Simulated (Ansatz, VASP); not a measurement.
Two plane-wave programs on PbS

```xyz
2
Lattice="0.0000 2.9657 2.9657 2.9657 0.0000 2.9657 2.9657 2.9657 0.0000" Properties=species:S:1:pos:R:3 pbc="T T T"
Pb    0.0000    0.0000    0.0000
S     2.9657    3.0992    3.0992
```

Alike in both runs: task single point; functional PBEsol; k mesh 5 × 5 × 5; no spin polarisation.

|  | VASP | Ansatz |
| --- | --- | --- |
| version | VASP 6.6.1 | Ansatz 0.2.0 |
| potentials or method | VASP PAW PBE potentials, release 64 (Pb_d, S) | plane waves, PAW |
| plane-wave cutoff (eV) | 520 | 420 |
| occupations | gaussian, width 0.01 eV | fixed |
| valence electrons in the cell | 20 | 20 |

VASP gave:

```
rms of the force components (eV/Å) : 0.071
```

Task: Estimate Ansatz's values.

Result: rms of the force components (eV/Å): 0.070.

VASP's potentials were made for PBE, not for PBEsol. Atom by atom the forces differ by 0.001 eV/Å (rms over components).

Neither program's run includes spin-orbit coupling.
